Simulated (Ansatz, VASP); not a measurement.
**One calculation of Lu, two programs**

File INCAR:

```
PREC = Accurate ; ENCUT = 520
EDIFF = 1E-6 ; ISMEAR = -1
SIGMA = 0.1 ; LREAL = F
LASPH = T ; NELM = 100
ALGO = Normal ; ISIF = 2
LWAVE = F ; LCHARG = F
GGA = PS ; NBANDS = 32
```

The input KPOINTS:

```
regular mesh
0
Gamma
  9 9 9
```

File POSCAR:

```
Lu
1.0
    0.0000000000      3.4895239923      3.4895239923
    3.4895239923      0.0000000000      3.4895239923
    3.4895239923      3.4895239923      0.0000000000
Lu
2
Direct
    0.1250000000      0.1250000000      0.1250000000
    0.8750000000      0.8750000000      0.8750000000
```

Input for Ansatz:

```yaml
crystal:
  lattice:
    - [0.0, 3.4895239923, 3.4895239923]
    - [3.4895239923, 0.0, 3.4895239923]
    - [3.4895239923, 3.4895239923, 0.0]
  atoms:
    - { symbol: Lu, position: [0.125, 0.125, 0.125] }
    - { symbol: Lu, position: [0.875, 0.875, 0.875] }
hamiltonian:
  xc: pbesol
  pseudopotentials:
    kind: paw
    azcp:
      Lu: "pseudopotentials/Lu.paw.azcp"
basis:
  ecutwfc: 420
  fft_grid_basis: typed
kpoints:
  mp_grid: { grid: [9, 9, 9], shift: [0, 0, 0] }
magnetization:
  spin_polarized: false
scf:
  occupations: { method: fermi_dirac, width: 0.1 }
  lower_state_search: "off"
output:
  stress: true
  write_density: true
  write_potential: true
  elf: true
  volumetric_format: npy
```

Alike in both runs: task single point; functional PBEsol; k mesh 9 × 9 × 9; occupations fermi-dirac, width 0.1 eV; no spin polarisation.

|  | VASP | Ansatz |
| --- | --- | --- |
| version | VASP 6.6.1 | Ansatz 0.2.0 |
| potentials or method | VASP PAW PBE potentials, release 64 (Lu), cutoff 520 eV | plane waves (420 eV) with PAW, scalar-relativistic |
| valence electrons in the cell | 50 | 50 |

|  | VASP | Ansatz | Ansatz less VASP |
| --- | --- | --- | --- |
| pressure (GPa) | 1.0 | 1.0 | -0.02 |

VASP's potentials were made for PBE, not for PBEsol, and Ansatz warns of the same on its side. The functional is the same, so the differences come from potentials, cutoffs and numerics.

Spin-orbit coupling is off throughout.
